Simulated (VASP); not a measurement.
Input of a VASP 6.6.1 run:

File POSCAR:

```
Ta2C
1.0
    3.0868382229      0.0000000000      0.0000000000
   -1.5434191114      2.6732803184      0.0000000000
    0.0000000000      0.0000000000      5.0905679149
Ta C
2 1
Direct
    0.3333333339      0.6666666661      0.2524074385
    0.6666666661      0.3333333339      0.7475925615
    0.0000000000      0.0000000000      0.0000000000
```

INCAR.step1

```
ALGO = Normal
EDIFF = 1E-4
ENCUT = 520
GGA = PE
ISMEAR = 0
LASPH = T
LCHARG = F
LREAL = F
LWAVE = T
NBANDS = 20
NELM = 60
PREC = Accurate
SIGMA = 0.1
```

The input INCAR.step2:

```
ALGO = Normal
EDIFF = 1E-6
ENCUT = 520
ISIF = 2
ISMEAR = 0
ISTART = 1
LASPH = T
LCHARG = F
LMIXTAU = T
LREAL = F
LWAVE = F
METAGGA = R2SCAN
NBANDS = 20
NELM = 60
PREC = Accurate
SIGMA = 0.1
```

KPOINTS

```
k-points
0
Gamma
  18 18 10
```

Potentials or basis: VASP PAW PBE potentials, release 64 (Ta_pv, C).

Launch:

```sh
$ cat potpaw_PBE.64/Ta_pv/POTCAR potpaw_PBE.64/C/POTCAR > POTCAR
$ cp INCAR.step1 INCAR
$ mpirun -np 1 vasp_std > vasp.out
$ cp INCAR.step2 INCAR
$ mpirun -np 1 vasp_std > vasp.out
```

(1) Estimate the pressure.

(2) Predict the band gap on the k mesh.

Results:

(1) -3.0 GPa.

(2) zero (bands 13 and 14 overlap by 0.66 eV).

Caveat: the cell differs from its parent crystal (uniaxial strain along c: +3.0 %); the stress differs along the axes, from -12 to 2 GPa; the PAW data sets were made with another functional, which shifts forces and pressure a little; spin-orbit coupling is left out, which moves the levels of the heavy elements.
